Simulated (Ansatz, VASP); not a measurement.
## LiNbO3 in VASP and in Ansatz

```
Li Nb O
1.0
     2.57580    1.48714    4.62300
    -2.57580    1.48714    4.62300
     0.00000   -2.97428    4.62300
Li Nb O
2 2 6
Cartesian
  0.0000 0.0000 3.9041
  0.0000 0.0000 10.8386
  0.0000 0.0000 0.0008
  0.0000 0.0000 6.9353
  -0.6338 -1.4403 5.5026
  1.5642 0.1713 5.5026
  -0.9305 1.2690 5.5026
  -1.6453 -0.2181 7.8141
  0.6338 1.5340 7.8141
  1.0116 -1.3159 7.8141
```

Alike in both runs: task single point; functional PBE; k mesh 9 × 9 × 9; occupations gaussian, width 0.02 eV; no spin polarisation.

|  | VASP | Ansatz |
| --- | --- | --- |
| version | VASP 6.6.1 | Ansatz 0.2.0 |
| potentials or method | VASP PAW PBE potentials, release 64 (Li_sv, Nb_sv, O), cutoff 750 eV | scalar-relativistic, plane waves, PAW |
| valence electrons in the cell | 68 | 68 |

|  | VASP | Ansatz | Ansatz less VASP |
| --- | --- | --- | --- |
| gap on the k mesh at the Fermi level (eV) | 3.57 | 3.59 | +0.011 |
| least direct gap on the mesh (eV) | 3.61 | 3.62 | +0.010 |
| pressure (GPa) | 4.1 | 4.6 | +0.52 |
| traceless stress, the component that is largest in VASP (GPa) | -0.13 | -0.15 | -0.024 |
| rms of the force components (eV/Å) | 0.092 | 0.094 | +0.0024 |

Atom by atom the forces differ by 0.008 eV/Å (rms over components).
